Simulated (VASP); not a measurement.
SrCuSi, 6 atoms in the cell. Symmetry: P6_3/mmc, No. 194, hexagonal system. The conventional cell has a = 4.089 Å, b = 4.089 Å, c = 9.365 Å, α = 90.00°, β = 90.00°, γ = 120.00°. Within 4.4 Å of Sr (site symmetry -3m) lie 6 Si at 3.32 Å and 6 Cu at 3.32 Å and 6 Sr at 4.09 Å. Si (site symmetry -6m2) has 3 Cu at 2.36 Å within 3.1 Å. Cu (site symmetry -6m2) has 3 Si at 2.36 Å within 3.1 Å. 

```yaml
Program: VASP 6.6.1
Task: single point
Functional: PBEsol
Potentials_or_basis: VASP PAW PBE potentials, release 64 (Sr_sv, Si, Cu)
Cutoff: 520 eV
k_mesh: 6 × 6 × 2
Occupations: gaussian, width 0.1 eV
Spin: no spin polarisation
Dipole_correction: no
Further_INCAR_settings: ALGO = Normal; EDIFF = 1e-06; NBANDS = 34
```

Potentials or basis: VASP PAW PBE potentials, release 64 (Sr_sv, Si, Cu).

Launch:

```console
$ cat potpaw_PBE.64/Sr_sv/POTCAR potpaw_PBE.64/Si/POTCAR potpaw_PBE.64/Cu/POTCAR > POTCAR
$ mpirun -np 1 vasp_std > vasp.out
```

Hardware: 1 thread of Intel(R) Xeon(R) 6975P-C (Granite Rapids), on a shared host.

Question: Estimate the wall time of this run.

Answer: Run time: 60 s on 1 thread of Intel(R) Xeon(R) 6975P-C (Granite Rapids), with other jobs on the host, peak memory 0.27 GiB. Counts: scf iterations 20, k points 14.
